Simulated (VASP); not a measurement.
# AlN (P6_3/mmc) in VASP: a series of runs

Runs on AlN. Level: PBEsol. Tasks: single point.

Program: VASP 6.6.1. These are calculated values, not measurements. Logs are shortened: lines on timing, memory, paths and dates and some standing lists are left out, and cuts for length are marked.

## Step 1: The cell of the first run

Symmetry: P6_3/mmc, No. 194, hexagonal system. Conventional cell: a = 3.188 Å, b = 3.188 Å, c = 4.332 Å, α = 90.00°, β = 90.00°, γ = 120.00°. Within 2.4 Å of Al (site symmetry -6m2) lie 5 N at 1.84 to 2.17 Å. N (site symmetry -6m2) has 5 Al at 1.84 to 2.17 Å within 2.4 Å.

## Step 2: Single point, PBEsol (volume 9.535 Å^3 an atom, c/a of the conventional cell 1.3587)

INCAR reads:

```
SYSTEM = AlN
  PREC = Accurate
  ENCUT = 520
  EDIFF = 1E-7
  ISMEAR = 0
  SIGMA = 0.05
  LREAL = .FALSE.
  LASPH = .TRUE.
  NELM = 80
  ALGO = Normal
  ISIF = 2
  LWAVE = .FALSE.
  LCHARG = .FALSE.
  GGA = PS
  NBANDS = 16
```

KPOINTS reads:

```
regular mesh
0
G
  9 9 6
  0 0 0
```

POSCAR reads:

```
AlN
1.0
    3.1884197739      0.0000000000      0.0000000000
   -1.5942098870      2.7612525221      0.0000000000
    0.0000000000      0.0000000000      4.3321059468
Al N
2 2
Direct
    0.3333333333      0.6666666667      0.7500000000
    0.6666666667      0.3333333333      0.2500000000
    0.3333333333      0.6666666667      0.2500000000
    0.6666666667      0.3333333333      0.7500000000
```

Potentials or basis: VASP PAW PBE potentials, release 64 (Al, N).

Run with:

```bash
> cat potpaw_PBE.64/Al/POTCAR potpaw_PBE.64/N/POTCAR > POTCAR
> mpirun -np 1 vasp_std > vasp.out
```

OUTCAR:

```text
SYSTEM = AlN
   PREC = Accurate
   ENCUT = 520
   EDIFF = 1E-7
   ISMEAR = 0
   LREAL = .FALSE.
   LASPH = .TRUE.
   NELM = 80
   ISIF = 2
   GGA = PS

 ion  position               nearest neighbor table
   1  0.333  0.667  0.750-   4 1.84   4 1.84   4 1.84   3 2.17   3 2.17   2 2.84   2 2.84   2 2.84
                             2 2.84   2 2.84   2 2.84
   2  0.667  0.333  0.250-   3 1.84   3 1.84   3 1.84   4 2.17   4 2.17   1 2.84   1 2.84   1 2.84
                             1 2.84   1 2.84   1 2.84
   3  0.333  0.667  0.250-   2 1.84   2 1.84   2 1.84   1 2.17   1 2.17
   4  0.667  0.333  0.750-   1 1.84   1 1.84   1 1.84   2 2.17   2 2.17

  LATTYP: Found a hexagonal cell.
 ALAT       =     3.1884197739
 C/A-ratio  =     1.3587000000

  Lattice vectors:

 A1 = (   3.1884197739,   0.0000000000,   0.0000000000)
 A2 = (  -1.5942098870,   2.7612525221,   0.0000000000)
 A3 = (   0.0000000000,   0.0000000000,   4.3321059468)

Analysis of symmetry for initial positions (statically):
=====================================================================
 Subroutine PRICEL returns:
 Original cell was already a primitive cell.

 Routine SETGRP: Setting up the symmetry group for a
 hexagonal supercell.

 Subroutine GETGRP returns: Found 24 space group operations
 (whereof 12 operations were pure point group operations)
 out of a pool of 24 trial point group operations.

The static configuration has the point symmetry D_3d.
 The point group associated with its full space group is D_6h.

Analysis of symmetry for dynamics (positions and initial velocities):
=====================================================================
 Subroutine PRICEL returns:
 Original cell was already a primitive cell.

 Routine SETGRP: Setting up the symmetry group for a
 hexagonal supercell.

 Subroutine GETGRP returns: Found 24 space group operations
 (whereof 12 operations were pure point group operations)
 out of a pool of 24 trial point group operations.

The dynamic configuration has the point symmetry D_3d.
 The point group associated with its full space group is D_6h.

 Subroutine INISYM returns: Found 24 space group operations
 (whereof 12 operations are pure point group operations),
 and found     1 'primitive' translations

----------------------------------------------------------------------------------------

                                     Primitive cell

  volume of cell :      38.1400

[... 90 lines left out ...]
   ENCUT  =  520.0 eV  38.22 Ry    6.18 a.u.   5.93  5.93  8.05*2*pi/ulx,y,z
   NELM   =     80;   NELMIN=  2; NELMDL= -5     # of ELM steps
   EDIFF  = 0.1E-06   stopping-criterion for ELM
   LREAL  =      F    real-space projection
   EDIFFG = 0.1E-05   stopping-criterion for IOM
   NSW    =      0    number of steps for IOM
   IBRION =     -1    ionic relax: 0-MD 1-quasi-New 2-CG
   NFREE  =      0    steps in history (QN), initial steepest desc. (CG)
   ISIF   =      2    stress and relaxation
   ISYM   =      2    0-nonsym 1-usesym 2-fastsym
   POTIM  = 0.5000    time-step for ionic-motion
   TEBEG  =    0.0;   TEEND  =   0.0 temperature during run
   PSTRESS=    0.0 pullay stress
   NELECT =      16.0000    total number of electrons
   NUPDOWN=      -1.0000    fix difference up-down
   EMIN   =  10.00;   EMAX   =-10.00  energy-range for DOS
   EFERMI =   0.00;   METHOD = LEGACY
   ISMEAR =     0;   SIGMA  =   0.05  broadening in eV -4-tet -1-fermi 0-gaus
   EFERMI_NEDOS =   21; number of points for ismear=-14 and -15
   IALGO  =     38    algorithm
   IMIX   =      4    mixing-type and parameters
     AMIX     =   0.40;   BMIX     =  1.00
     AMIX_MAG =   1.60;   BMIX_MAG =  1.00
  volume/ion in A,a.u.               =       9.53        64.35
  Fermi-wavevector in a.u.,A,eV,Ry     =   1.225522  2.315902 20.434661  1.501905
  Thomas-Fermi vector in A             =   2.360557
   LORBIT       =      0    0 simple, 1 ext, 2 COOP (PROOUT), +10 PAW based schemes
   GGA     = PS    functional components
   LHFCALC =     F    Hartree Fock is set to
   AEXX    =    0.0000 exact exchange contribution
   IVDW    =     0    specifies the selected vdW correction
   LEPSILON=     F    determine dielectric tensor
   LRPA    =     F    only Hartree local field effects (RPA)
 non-spin polarized calculation
 Gauss-broadening in eV      SIGMA  =   0.05
  energy-cutoff  :      520.00
  volume of cell :       38.14
 maximum number of plane-waves:      1041
 NGX is ok and might be reduce to    24
   NGX = 11   NGY = 11   NGZ = 17

 number of electron      16.0000006 magnetization

 Free energy of the ion-electron system (eV)
  ---------------------------------------------------
  ext. energy  EPLUGINS =         0.00000000
  ---------------------------------------------------
  free energy    TOTEN  =       -30.79963527 eV

  energy without entropy =      -30.79963527  energy(sigma->0) =      -30.79963527

 E-fermi :   8.8343     XC(G=0): -11.5442

 val. band max:        8.5579463493   @ k =   0.0000   0.0000   0.0000
 cond. band min:      11.9236288400   @ k =   0.0000   0.0000   0.0000
 fundamental gap:      3.3656824907
 Fermi energy:         8.8343355989

 k-point     1 :       0.0000    0.0000    0.0000
  band No.  band energies     occupation
      1      -8.7274      2.00000
      2      -5.2673      2.00000
      3       1.0323      2.00000
      4       5.1672      2.00000
      5       5.1672      2.00000
      6       6.5157      2.00000
[... 433 lines left out ...]
      3       1.5580      2.00000
      4       2.6151      2.00000
      5       2.6151      2.00000
      6       4.7100      2.00000
[... 8 lines left out ...]
     15      19.7685      0.00000
     16      21.8166      0.00000

 [... further k-points ...]
[... 5 lines left out ...]
  --------------------------------------------------------------------------------------
  -------------------------------------------------------------------------------------
  Total        3.9143073      3.9143073     -0.6716340     -0.0000000     -0.0000000      0.0000000
  in kB      164.4314206    164.4314206    -28.2138619     -0.0000000     -0.0000000      0.0000000
  external PRESSURE =     100.2163264 kB  Pullay stress =       0.0000000 kB

 VOLUME and BASIS-vectors are now :
 -----------------------------------------------------------------------------
  energy-cutoff  :      520.00
  volume of cell :       38.14
      direct lattice vectors                 reciprocal lattice vectors
     3.188419774  0.000000000  0.000000000     0.313634989  0.181077245  0.000000000
    -1.594209887  2.761252522  0.000000000     0.000000000  0.362154490  0.000000000
     0.000000000  0.000000000  4.332105947     0.000000000  0.000000000  0.230834613

 POSITION                                       TOTAL-FORCE (eV/Angst)
 -----------------------------------------------------------------------------------
     -0.00000      1.84084      3.24908         0.000000      0.000000     -0.000000
      1.59421      0.92042      1.08303        -0.000000      0.000000     -0.000000
     -0.00000      1.84084      1.08303         0.000000     -0.000000     -0.000000
      1.59421      0.92042      3.24908         0.000000      0.000000      0.000000
 -----------------------------------------------------------------------------------
    total drift:                               -0.000000      0.000000      0.000000

  FREE ENERGIE OF THE ION-ELECTRON SYSTEM (eV)
  ---------------------------------------------------
  free  energy   TOTEN  =       -30.7996352653 eV

  energy  without entropy=      -30.7996352653  energy(sigma->0) =      -30.79963527
```

stdout:

```text
POSCAR found type information on POSCAR AlN
 POSCAR found :  2 types and       4 ions
 scaLAPACK will be used
 -----------------------------------------------------------------------------
|                                                                             |
|                                                                             |
|     You enforced a specific xc type in the INCAR file but a different       |
|     I HOPE YOU KNOW WHAT YOU ARE DOING!                                     |
|                                                                             |
 -----------------------------------------------------------------------------

 LDA part: xc-table for (Slater+PW92), standard interpolation
 POSCAR, INCAR and KPOINTS ok, starting setup
 FFT: planning ... GRIDC
 FFT: planning ... GRID_SOFT
 FFT: planning ... GRID
 WAVECAR not read
 entering main loop
```

Wall time 16 s (1 thread of Intel Xeon Platinum 8259CL at 2.50GHz (Skylake/Cascade Lake), shared host); peak memory 0.15 GiB.

Results:

* Free energy: -30.7996 eV
* Pressure: 10.0 GPa
* Band gap on the k mesh: 3.37 eV, direct

Stress tensor (GPa, compression positive):
```
16.44  0.00  0.00
 0.00 16.44  0.00
 0.00  0.00 -2.82
```

Caveat: the PAW data sets were made with another functional, which shifts forces and pressure a little.

## Step 3: Single point, PBEsol (volume 9.535 Å^3 an atom, c/a of the conventional cell 1.2341)

INCAR reads:

```
ALGO = Normal
EDIFF = 1E-6
ENCUT = 520
GGA = PS
ISIF = 2
ISMEAR = 0
LASPH = T
LCHARG = F
LREAL = F
LWAVE = F
NBANDS = 16
NELM = 80
PREC = Accurate
SIGMA = 0.05
```

KPOINTS reads:

```
k-points
0
Gamma
  9 9 6
```

POSCAR reads:

```
AlN
1.0
    3.2923037871      0.0000000000      0.0000000000
   -1.6461518936      2.8512187166      0.0000000000
    0.0000000000      0.0000000000      4.0630321037
Al N
2 2
Direct
    0.3333333333      0.6666666667      0.7500000000
    0.6666666667      0.3333333333      0.2500000000
    0.3333333333      0.6666666667      0.2500000000
    0.6666666667      0.3333333333      0.7500000000
```

Potentials or basis: VASP PAW PBE potentials, release 64 (Al, N).

Run with:

```bash
> cat potpaw_PBE.64/Al/POTCAR potpaw_PBE.64/N/POTCAR > POTCAR
> mpirun -np 1 vasp_std > vasp.out
```

Wall time 16 s (1 thread of Intel Xeon Platinum 8259CL at 2.50GHz (Skylake/Cascade Lake), shared host); peak memory 0.15 GiB.

It converged, with:

```
Free energy            : -30.9267 eV
Pressure               : 5.2 GPa
Band gap on the k mesh : 3.55 eV, direct
```

Stress tensor (GPa, compression positive):
```
4.22 0.00 0.00
0.00 4.22 0.00
0.00 0.00 7.25
```

Levels at points of the mesh, in eV from the valence-band top:
```tsv
k point	band 5	band 6	band 7	band 8	band 9	band 10	band 11	band 12
(0.00, 0.00, 0.00)	-3.39	-1.56	-1.56	0.00	3.55	4.68	8.32	8.32
(0.00, 0.00, 0.50)	-2.52	-2.52	-2.52	-2.52	5.89	5.89	8.44	8.44
```

Caveat: the PAW data sets were made with another functional, which shifts forces and pressure a little. A k mesh can miss the band edges.

## Step 4: Single point, PBEsol (volume 9.535 Å^3 an atom, c/a of the conventional cell 1.3371)

INCAR reads:

```
SYSTEM = AlN
PREC = Accurate ; ENCUT = 520
EDIFF = 1E-6 ; ISMEAR = 0
SIGMA = 0.05 ; LREAL = .False.
LASPH = .True. ; NELM = 100
ALGO = Normal ; ISIF = 2
LWAVE = .False. ; LCHARG = .False.
GGA = PS ; NBANDS = 16
```

KPOINTS reads:

```
Automatic mesh
0
Gamma
  9 9 6
  0 0 0
```

POSCAR reads:

```
AlN
1.0
    3.2054971080      0.0000000000      0.0000000000
   -1.6027485540      2.7760419273      0.0000000000
    0.0000000000      0.0000000000      4.2860701831
Al N
2 2
Direct
    0.3333333333      0.6666666667      0.7500000000
    0.6666666667      0.3333333333      0.2500000000
    0.3333333333      0.6666666667      0.2500000000
    0.6666666667      0.3333333333      0.7500000000
```

Run with:

```bash
> cat potpaw_PBE.64/Al/POTCAR potpaw_PBE.64/N/POTCAR > POTCAR
> mpirun -np 1 vasp_std > vasp.out
```

Wall time 15 s (1 thread of Intel Xeon Platinum 8259CL at 2.50GHz (Skylake/Cascade Lake), shared host); peak memory 0.16 GiB.

It converged, with:

- Free energy: -30.8441 eV
- Pressure: 8.7 GPa
- Band gap on the k mesh: 3.39 eV, direct

Stress tensor (GPa, compression positive):
```
13.98  0.00  0.00
 0.00 13.98  0.00
 0.00  0.00 -1.71
```

Levels at points of the mesh, in eV from the valence-band top:
| k point | band 5 | band 6 | band 7 | band 8 | band 9 | band 10 | band 11 | band 12 |
| --- | --- | --- | --- | --- | --- | --- | --- | --- |
| (0.00, 0.00, 0.00) | -3.41 | -1.98 | -1.98 | 0.00 | 3.39 | 4.81 | 8.56 | 8.56 |
| (0.00, 0.00, 0.50) | -2.73 | -2.73 | -2.73 | -2.73 | 5.75 | 5.75 | 8.78 | 8.78 |

Caveat: the PAW data sets were made with another functional, which shifts forces and pressure a little.

## Step 5: Single point, PBEsol (volume 9.535 Å^3 an atom, c/a of the conventional cell 1.2144)

INCAR reads:

```
PREC = Accurate
ENCUT = 520
EDIFF = 1E-6
ISMEAR = 0
SIGMA = 0.05
LREAL = F
LASPH = T
NELM = 60
ALGO = Normal
ISIF = 2
LWAVE = F
LCHARG = F
GGA = PS
NBANDS = 16
```

KPOINTS reads:

```
regular mesh
0
Gamma
  9 9 6
```

POSCAR reads:

```
AlN
1.0
    3.3100109678      0.0000000000      0.0000000000
   -1.6550054839      2.8665535849      0.0000000000
    0.0000000000      0.0000000000      4.0196773193
Al N
2 2
Direct
    0.3333333333      0.6666666667      0.7500000000
    0.6666666667      0.3333333333      0.2500000000
    0.3333333333      0.6666666667      0.2500000000
    0.6666666667      0.3333333333      0.7500000000
```

Run with:

```bash
> cat potpaw_PBE.64/Al/POTCAR potpaw_PBE.64/N/POTCAR > POTCAR
> mpirun -np 1 vasp_std > vasp.out
```

Run time: 23 s. Hardware: 1 thread of Intel Xeon Platinum 8259CL at 2.50GHz (Skylake/Cascade Lake), shared host; peak memory 0.16 GiB.

Results (log left out):

- Free energy: -30.9138 eV
- Pressure: 5.1 GPa
- Band gap on the k mesh: 3.59 eV, direct

Stress tensor (GPa, compression positive):
```
2.77 0.00 0.00
0.00 2.77 0.00
0.00 0.00 9.90
```

Levels at points of the mesh, in eV from the valence-band top:
```tsv
k point	band 5	band 6	band 7	band 8	band 9	band 10	band 11	band 12
(0.00, 0.00, 0.00)	-3.37	-1.45	-1.45	0.00	3.59	4.70	8.31	8.31
(0.00, 0.00, 0.50)	-2.46	-2.46	-2.46	-2.46	5.94	5.94	8.40	8.40
```

Caveat: the PAW data sets were made with another functional, which shifts forces and pressure a little. A k mesh can miss the band edges.

## Step 6: Summary

| cell | gap on the mesh (eV) | pressure (GPa) |
| --- | --- | --- |
| a = 3.188, b = 3.188, c = 4.332 Å, angles 90.0, 90.0, 120.0°, 4 atoms | 3.37 | 10.0 |
| a = 3.292, b = 3.292, c = 4.063 Å, angles 90.0, 90.0, 120.0°, 4 atoms | 3.55 | 5.2 |
| a = 3.205, b = 3.205, c = 4.286 Å, angles 90.0, 90.0, 120.0°, 4 atoms | 3.39 | 8.7 |
| a = 3.310, b = 3.310, c = 4.020 Å, angles 90.0, 90.0, 120.0°, 4 atoms | 3.59 | 5.1 |

Alike in all rows: task single point; level PBEsol; potentials or basis VASP PAW PBE potentials, release 64 (Al, N); no spin polarisation; k mesh 9 × 9 × 6; cutoff (eV) 520; smearing gaussian 0.05 eV.

Caveats: the PAW data sets were made with another functional, which shifts forces and pressure a little.

Absolute energies hang on the potentials; compare differences alone.
